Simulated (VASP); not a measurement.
Zn2CdSeS2:

```xyz
6
Lattice="5.2226 0.0000 0.0000 0.0000 5.2226 0.0000 0.0000 0.0000 5.1179" Properties=species:S:1:pos:R:3 pbc="T T T"
Zn    2.6113    0.0000    2.5589
Zn    0.0000    2.6113    2.5589
Cd    0.0000    0.0000    0.0000
Se    2.6113    2.6113    0.0000
S     2.6113    0.0000    0.0000
S     0.0000    2.6113    0.0000
```

The cell was generated, and may not be a known phase.

| Item | Value |
| --- | --- |
| Program | VASP 6.6.1 |
| Task | relaxation of cell and atoms |
| Functional | PBE |
| Potentials or basis | VASP PAW PBE potentials, release 64 (Zn, Cd, Se, S) |
| Cutoff | 600 eV |
| k mesh | 8 × 8 × 8 |
| Occupations | gaussian, width 0.1 eV |
| Spin | no spin polarisation |

At the start: pressure 1.1 GPa; volume 23.27 Å³/atom.

Problem. Where does the relaxation end?

Solution. Over 8 steps the energy falls by 33.1 meV/atom and the volume is 23.63 Å³/atom (+1.6 %); space group P4/mmm (No. 123, to 0.1 Å) before and after.

Step by step:
```csv
step,energy change (eV),largest force (eV/Å),pressure (GPa),volume (Å³)
1,0.0000,0.0000,1.10,139.59
2,-0.1132,0.0000,-0.21,142.79
3,-0.1672,0.0000,-1.30,146.41
4,-0.1684,0.0000,-1.41,146.87
5,-0.1948,0.0000,-0.15,142.55
6,-0.1956,0.0000,-0.34,143.15
7,-0.1983,0.0000,-0.09,142.10
8,-0.1985,0.0000,-0.01,141.78
```

Final structure:
```
CELL_PARAMETERS angstrom
5.43469 0.00000 0.00000
0.00000 5.43469 0.00000
0.00000 0.00000 4.80028
ATOMIC_POSITIONS crystal
Zn 0.50000 0.00000 0.50000
Zn 0.00000 0.50000 0.50000
Cd 0.00000 0.00000 0.00000
Se 0.50000 0.50000 0.00000
S 0.50000 0.00000 0.00000
S 0.00000 0.50000 0.00000
```
